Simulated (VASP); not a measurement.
Sb2Pt, 12 atoms in the cell. The structure is cubic, space group Pa-3 (No. 205). The conventional cell has a = 6.441 Å, b = 6.441 Å, c = 6.441 Å, α = 90.00°, β = 90.00°, γ = 90.00°. Sb (site symmetry 3) has 3 Pt at 2.67 Å and 7 Sb at 2.80 to 3.60 Å within 3.6 Å. Within 3.5 Å of Pt (site symmetry -3) lie 6 Sb at 2.67 Å. 

- Program: VASP 6.6.1
- Task: electric field gradients
- Functional: r2SCAN
- Potentials or basis: VASP PAW PBE potentials, release 64 (Sb, Pt)
- Cutoff: 520 eV
- k mesh: 5 × 5 × 5
- Occupations: fermi-dirac, width 0.05 eV
- Spin: no spin polarisation
- Dipole correction: no
- Further INCAR settings: ALGO = Normal; EDIFF = 1e-08; NBANDS = 52

Potentials or basis: VASP PAW PBE potentials, release 64 (Sb, Pt).

Launch:

```bash
$ cat potpaw_PBE.64/Sb/POTCAR potpaw_PBE.64/Pt/POTCAR > POTCAR
$ cp INCAR.step1 INCAR
$ mpirun -np 1 vasp_std > vasp.out
$ cp INCAR.step2 INCAR
$ mpirun -np 1 vasp_std > vasp.out
```

Hardware: 1 thread of Intel(R) Xeon(R) Platinum 8124M CPU @ 3.00GHz (Skylake/Cascade Lake), with other jobs on the host.

Estimate the wall time of this run.

It took 10 min on 1 thread of Intel(R) Xeon(R) Platinum 8124M CPU @ 3.00GHz (Skylake/Cascade Lake), with other jobs on the host, peak memory 0.43 GiB. Counts: k points 11.
